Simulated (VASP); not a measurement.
**W: single point with PBE**

The system is W.

```xyz
1
Lattice="-1.5823 1.5823 1.5823 1.5823 -1.5823 1.5823 1.5823 1.5823 -1.5823" Properties=species:S:1:pos:R:3 pbc="T T T"
W     0.0000    0.0000    0.0000
```

```yaml
Program: VASP 6.6.1
Task: single point
Functional: PBE
Potentials_or_basis: VASP PAW PBE potentials, release 64 (W_sv)
Cutoff: 520 eV
k_mesh: 12 × 12 × 12
Occupations: fermi-dirac, width 0.05 eV
Spin: no spin polarisation
Dipole_correction: no
Further_INCAR_settings: ALGO = Normal; EDIFF = 1e-06; NBANDS = 13
```

| Property | Result |
| --- | --- |
| Pressure | 6.4 GPa |
| Band gap on the k mesh | zero (band 7 reaches 16.61 eV, above the bottom of band 8 at 10.22 eV) |

Levels at points of the mesh, in eV from the Fermi level:
```tsv
k point	band 4	band 5	band 6	band 7	band 8	band 9	band 10	band 11
(0.00, 0.00, 0.00)	-37.66	-9.55	-1.14	-1.14	-1.14	2.35	2.35	14.61
(0.50, 0.00, 0.00)	-37.67	-6.19	-3.48	0.77	2.24	3.22	6.24	11.18
(0.50, 0.50, 0.50)	-38.56	-5.75	-5.75	5.26	5.26	5.26	8.34	8.34
```

Run time: 7 s on 1 thread of Intel(R) Xeon(R) Platinum 8488C (Sapphire Rapids), on a shared host, peak memory 0.13 GiB.

Caveat: spin-orbit coupling is left out, which moves the levels of the heavy elements.
